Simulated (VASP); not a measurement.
A run of VASP 6.6.1:

Contents of INCAR:

```
SYSTEM = Sn
PREC = Accurate
ENCUT = 520
EDIFF = 1E-7
ISMEAR = -1
SIGMA = 0.05
LREAL = .False.
LASPH = .True.
NELM = 60
ALGO = Fast
ISIF = 2
LWAVE = .False.
LCHARG = .False.
GGA = B5
ALDAX = 1.0
AGGAX = 1.0
AGGAC = 1.0
ALDAC = 0.0
NBANDS = 13
```

Contents of KPOINTS:

```
regular mesh
0
Gamma
  10 10 10
  0 0 0
```

Contents of POSCAR:

```
Sn
1.0
   -2.0291894110      2.0291894110      1.6607599896
    2.0291894110     -2.0291894110      1.6607599896
    2.0291894110      2.0291894110     -1.6607599896
Sn
1
Direct
    0.0000000000      0.0000000000      0.0000000000
```

Potentials or basis: VASP PAW PBE potentials, release 64 (Sn_d).

Run with:

```console
$ cat potpaw_PBE.64/Sn_d/POTCAR > POTCAR
$ mpirun -np 1 vasp_std > vasp.out
```

Hardware: 1 thread of Intel(R) Xeon(R) Platinum 8259CL CPU @ 2.50GHz (Skylake/Cascade Lake), with other jobs on the host.

How long does it take, and how much memory?

It took 47 s on 1 thread of Intel(R) Xeon(R) Platinum 8259CL CPU @ 2.50GHz (Skylake/Cascade Lake), on a shared host, peak memory 0.17 GiB. Counts: scf iterations 14, k points 102.
